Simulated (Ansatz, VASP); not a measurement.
MnO: VASP beside Ansatz

INCAR

```
PREC = Accurate
ENCUT = 600
EDIFF = 1E-7
ISMEAR = 0
SIGMA = 0.2
LREAL = False
LASPH = True
NELM = 200
ALGO = Normal
ISIF = 3
LWAVE = False
LCHARG = False
ISPIN = 2
MAGMOM = 4.76 0.18
LORBIT = 11
LMAXMIX = 4
LDAU = True
LDAUTYPE = 2
LDAUL = 2 -1
LDAUU = 3.9 0
LDAUJ = 0 0
LDAUPRINT = 1
GGA = PE
IBRION = 2
NSW = 80
EDIFFG = -0.001
GGA_COMPAT = False
NELMIN = 4
```

KPOINTS

```
Automatic mesh
0
Gamma
  16 16 16
```

Contents of POSCAR:

```
MnO
1.0
    0.0000000000      2.2663118361      2.2663118361
    2.2663118361      0.0000000000      2.2663118361
    2.2663118361      2.2663118361      0.0000000000
Mn O
1 1
Direct
    0.0000000000      0.0000000000      0.0000000000
    0.5000000000      0.5000000000      0.5000000000
```

Input for Ansatz:

```yaml
crystal:
  lattice:
    - [0.0, 2.2663118345, 2.2663118345]
    - [2.2663118345, 0.0, 2.2663118345]
    - [2.2663118345, 2.2663118345, 0.0]
  atoms:
    - { symbol: Mn, position: [0.0, 0.0, 0.0], spin: 4.76 }
    - { symbol: O, position: [0.5, 0.5, 0.5], spin: 0.18 }
basis:
  ecutwfc: 420
kpoints:
  mp_grid: { grid: [16, 16, 16] }
hamiltonian:
  xc: pbe
  hubbard: { sites: [{ species: Mn, l: d, u_eff: 3.9 }] }
scf:
  occupations: { method: gaussian, width: 0.2 }
output:
  forces: true
  stress: true
  eigenvalues: true
  populations: true
magnetization:
  spin_polarized: true
relax:
  adjacent_minimum: "off"
  f_tol: 0.001
  max_steps: 60
  cell: { stress_tol: 0.01 }
```

Alike in both runs: task relaxation of cell and atoms; functional PBE; k mesh 16 × 16 × 16; occupations gaussian, width 0.2 eV; collinear spin; Hubbard terms Mn d U = 3.9 eV.

```csv
,VASP,Ansatz
version,VASP 6.6.1,Ansatz 0.2.0
potentials or method,"VASP PAW PBE potentials, release 64 (Mn_pv, O), cutoff 600 eV","scalar-relativistic, plane waves, PAW"
valence electrons in the cell,19,21
```

Ansatz gave:

* net moment per atom (μB): 2.50
* size of the moment on the site where the two differ most (μB): 4.32
* relaxed volume (Å³/atom): 11.64
* relaxed length of the cell vector where the two differ most in proportion (Å): 3.205

Task: Which values does VASP return?

Result: net moment per atom (μB): 2.50; size of the moment on the site where the two differ most (μB): 4.63; relaxed volume (Å³/atom): 11.51; relaxed length of the cell vector where the two differ most in proportion (Å): 3.193.

Site moments also hang on the region over which each program counts them. The programs project onto different local orbitals, so the same U acts differently, and such runs can settle in different states. VASP's potentials hold 19 valence electrons a cell and Ansatz's 21, so a difference there can come from the potentials and not from the codes. Ansatz's warnings: filled band counts differ across k points.
